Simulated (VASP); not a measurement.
# KBiCl2 (R-3m) in VASP: single point with PBE

Aim: the single point of KBiCl2 with PBE.

Program: VASP 6.6.1. These are calculated values, not measurements. Logs are shortened: lines on timing, memory, paths and dates and some standing lists are left out, and cuts for length are marked.

**1. The cell of the first run**

The structure is trigonal, space group R-3m (No. 166). The conventional cell has a = 4.262 Å, b = 4.262 Å, c = 22.801 Å, α = 90.00°, β = 90.00°, γ = 120.00°. Bi (site symmetry -3m) has 6 Cl at 2.95 Å within 3.9 Å. Within 4.3 Å of K (site symmetry -3m) lie 6 Cl at 3.29 Å and 6 K at 4.26 Å. Cl (site symmetry 3m) has 3 Bi at 2.95 Å and 3 K at 3.29 Å within 3.9 Å.

**2. Single point, PBE**

POSCAR reads:

```
KBiCl2
1.0
    2.1307610000      3.6905800000      0.0000000000
   -2.1307610000      3.6905800000      0.0000000000
    0.0000000000     -2.4603870000      7.6001720000
Bi K Cl
1 1 2
Direct
    0.0000000000      0.0000000000      0.0000000000
    0.5000000000      0.5000000000      0.5000000000
    0.7377300000      0.7377300000      0.2131900000
    0.2622700000      0.2622700000      0.7868100000
```

INCAR.step1 reads:

```
PREC = Accurate
ENCUT = 400
EDIFF = 1E-6
ISMEAR = -1
SIGMA = 0.0633
LREAL = F
LASPH = T
NELM = 120
ALGO = Normal
ISIF = 2
LWAVE = F
LCHARG = T
GGA = PE
NBANDS = 27
GGA_COMPAT = F
NEDOS = 2001
LORBIT = 11
```

KPOINTS.step1 reads:

```
regular mesh
0
Gamma
  9 9 9
```

INCAR.step2 reads:

```
PREC = Accurate
ENCUT = 400
EDIFF = 1E-6
ISMEAR = -5
SIGMA = 0.0633
LREAL = F
LASPH = T
NELM = 120
ALGO = Normal
ISIF = 2
LWAVE = F
LCHARG = F
GGA = PE
LORBIT = 10
NEDOS = 2001
ICHARG = 11
GGA_COMPAT = F
```

KPOINTS.step2 reads:

```
regular mesh
0
Gamma
  14 14 14
```

Potentials or basis: VASP PAW PBE potentials, release 64 (Bi_d, K_sv, Cl).

On the command line:

```sh
cat potpaw_PBE.64/Bi_d/POTCAR potpaw_PBE.64/K_sv/POTCAR potpaw_PBE.64/Cl/POTCAR > POTCAR
cp INCAR.step1 INCAR
cp KPOINTS.step1 KPOINTS
mpirun -np 1 vasp_std > vasp.out
cp INCAR.step2 INCAR
cp KPOINTS.step2 KPOINTS
mpirun -np 1 vasp_std > vasp.out
```

OUTCAR:

```text
PREC = Accurate
   ENCUT = 400
   EDIFF = 1E-6
   ISMEAR = -5
   LREAL = F
   LASPH = T
   NELM = 120
   ISIF = 2
   GGA = PE
   LORBIT = 10
   ICHARG = 11

 ion  position               nearest neighbor table
   1  0.000  0.000  0.000-   3 2.95   4 2.95   3 2.95   3 2.95   4 2.95   4 2.95
   2  0.500  0.500  0.500-
   3  0.738  0.738  0.213-   1 2.95   1 2.95   1 2.95
   4  0.262  0.262  0.787-   1 2.95   1 2.95   1 2.95

  LATTYP: Found a trigonal (rhomboedric) cell.
 ALAT       =     7.9884999647
 COS(alpha) =     0.8577117629

  Lattice vectors:

 A1 = (   2.1307610000,   1.2301930000,   7.6001720000)
 A2 = (  -2.1307610000,   1.2301930000,   7.6001720000)
 A3 = (   0.0000000000,  -2.4603870000,   7.6001720000)

Analysis of symmetry for initial positions (statically):
=====================================================================
 Subroutine PRICEL returns:
 Original cell was already a primitive cell.

 Routine SETGRP: Setting up the symmetry group for a
 trigonal (rhombohedral) supercell.

 Subroutine GETGRP returns: Found 12 space group operations
 (whereof 12 operations were pure point group operations)
 out of a pool of 12 trial point group operations.

The static configuration has the point symmetry D_3d.

Analysis of symmetry for dynamics (positions and initial velocities):
=====================================================================
 Subroutine PRICEL returns:
 Original cell was already a primitive cell.

 Routine SETGRP: Setting up the symmetry group for a
 trigonal (rhombohedral) supercell.

 Subroutine GETGRP returns: Found 12 space group operations
 (whereof 12 operations were pure point group operations)
 out of a pool of 12 trial point group operations.

The dynamic configuration has the point symmetry D_3d.

 Subroutine INISYM returns: Found 12 space group operations
 (whereof 12 operations are pure point group operations),
 and found     1 'primitive' translations

----------------------------------------------------------------------------------------

                                     Primitive cell

  volume of cell :     119.5316

  direct lattice vectors                    reciprocal lattice vectors
     2.130761000  3.690580000  0.000000000     0.234657946  0.135480060  0.043858662
    -2.130761000  3.690580000  0.000000000    -0.234657946  0.135480060  0.043858662
     0.000000000 -2.460387000  7.600172000     0.000000000  0.000000000  0.131575970
[... 98 lines left out ...]
   POTIM  = 0.5000    time-step for ionic-motion
   TEBEG  =    0.0;   TEEND  =   0.0 temperature during run
   PSTRESS=    0.0 pullay stress
   NELECT =      38.0000    total number of electrons
   NUPDOWN=      -1.0000    fix difference up-down
   EMIN   =  10.00;   EMAX   =-10.00  energy-range for DOS
   EFERMI =   0.00;   METHOD = LEGACY
   ISMEAR =    -5;   SIGMA  =   0.06  broadening in eV -4-tet -1-fermi 0-gaus
   EFERMI_NEDOS =   21; number of points for ismear=-14 and -15
   IALGO  =     38    algorithm
   IMIX   =      4    mixing-type and parameters
     AMIX     =   0.40;   BMIX     =  1.00
     AMIX_MAG =   1.60;   BMIX_MAG =  1.00
  volume/ion in A,a.u.               =      29.88       201.66
  Fermi-wavevector in a.u.,A,eV,Ry     =   1.117314  2.111417 16.985374  1.248390
  Thomas-Fermi vector in A             =   2.253935
   LORBIT       =     10    0 simple, 1 ext, 2 COOP (PROOUT), +10 PAW based schemes
   GGA     = PE    functional components
   LHFCALC =     F    Hartree Fock is set to
   AEXX    =    0.0000 exact exchange contribution
   IVDW    =     0    specifies the selected vdW correction
   LEPSILON=     F    determine dielectric tensor
   LRPA    =     F    only Hartree local field effects (RPA)
 non-spin polarized calculation
 Fermi weights with tetrahedron method with Bloechl corrections
  energy-cutoff  :      400.00
  volume of cell :      119.53
 maximum number of plane-waves:      2191

 number of electron      37.9999994 magnetization

 Free energy of the ion-electron system (eV)
  ---------------------------------------------------
  ext. energy  EPLUGINS =         0.00000000
  ---------------------------------------------------
  free energy    TOTEN  =       -11.15936768 eV

  energy without entropy =      -11.15936768  energy(sigma->0) =      -11.15936768

 E-fermi :   4.6390     XC(G=0):  -8.4804

 val. band max:        4.6658719313   @ k =   0.5000   0.2143   0.0000
 cond. band min:       4.6168784195   @ k =   0.2143   0.1429   0.1429
 fundamental gap:     -0.0489935118
 Fermi energy:         4.6390387415

 k-point     1 :       0.0000    0.0000    0.0000
  band No.  band energies     occupation
      1     -27.3637      2.00000
      2     -19.4209      2.00000
      3     -19.4209      2.00000
      4     -19.3376      2.00000
      5     -19.3375      2.00000
      6     -19.3187      2.00000
[... 613 lines left out ...]
     22       6.8506      0.00000
     23       8.0856      0.00000

 [... further k-points ...]

------------------------ aborting loop because EDIFF is reached ----------------------------------------

  FORCE on cell =-STRESS in cart. coord.  units (eV):
  Direction    XX          YY          ZZ          XY          YZ          ZX
  --------------------------------------------------------------------------------------
  -------------------------------------------------------------------------------------
  Total        4.2560221      4.2560076      1.1327111      0.0000000     -0.0000000      0.0000000
  in kB       57.0468518     57.0466567     15.1826279      0.0000000     -0.0000007      0.0000000
  external PRESSURE =      43.0920454 kB  Pullay stress =       0.0000000 kB

 VOLUME and BASIS-vectors are now :
 -----------------------------------------------------------------------------
  energy-cutoff  :      400.00
  volume of cell :      119.53
      direct lattice vectors                 reciprocal lattice vectors
     2.130761000  3.690580000  0.000000000     0.234657946  0.135480060  0.043858662
    -2.130761000  3.690580000  0.000000000    -0.234657946  0.135480060  0.043858662
     0.000000000 -2.460387000  7.600172000     0.000000000  0.000000000  0.131575970

 POSITION                                       TOTAL-FORCE (eV/Angst)
 -----------------------------------------------------------------------------------
      0.00000      0.00000      0.00000         0.000000     -0.000000      0.000000
      0.00000      2.46039      3.80009        -0.000000      0.000000      0.000000
      0.00000      4.92077      1.62028         0.000000     -0.000000      0.851950
      0.00000     -0.00000      5.97989         0.000000      0.000000     -0.851950
 -----------------------------------------------------------------------------------
    total drift:                               -0.000000     -0.000000     -0.000000

  FREE ENERGIE OF THE ION-ELECTRON SYSTEM (eV)
  ---------------------------------------------------
  free  energy   TOTEN  =       -11.1593676846 eV

  energy  without entropy=      -11.1593676846  energy(sigma->0) =      -11.15936768

 total charge

# of ion       s       p       d       tot
------------------------------------------
    1        1.607   1.105   9.925  12.637
    2        1.960   5.574   0.020   7.555
    3        1.634   3.464   0.000   5.098
    4        1.634   3.464   0.000   5.098
--------------------------------------------------
tot          6.836  13.607   9.945  30.388
```

Wall time 8.1 min (1 thread of Intel Xeon 8259CL, shared host); peak memory 0.6 GiB.

What came out:

```yaml
Valence_electrons_inside_the_program's_atomic_spheres: Bi 12.64; K 7.55; Cl 5.10
```

Levels at points of the mesh, in eV from the Fermi level:
| k point | band 16 | band 17 | band 18 | band 19 | band 20 | band 21 | band 22 | band 23 |
| --- | --- | --- | --- | --- | --- | --- | --- | --- |
| (0.00, 0.00, 0.00) | -5.05 | -5.05 | -5.04 | -1.26 | 0.40 | 0.40 | 1.27 | 3.69 |
| (0.50, 0.00, 0.00) | -5.19 | -5.04 | -4.63 | -0.57 | 0.77 | 0.81 | 2.52 | 3.04 |
| (0.50, 0.50, 0.00) | -5.20 | -5.08 | -4.82 | -0.64 | 0.80 | 0.87 | 1.88 | 3.78 |
| (0.00, 0.00, 0.50) | -5.00 | -5.00 | -4.63 | -1.50 | 0.34 | 0.34 | 1.68 | 3.87 |

Caveat: spin-orbit coupling is left out, which moves the levels of the heavy elements.
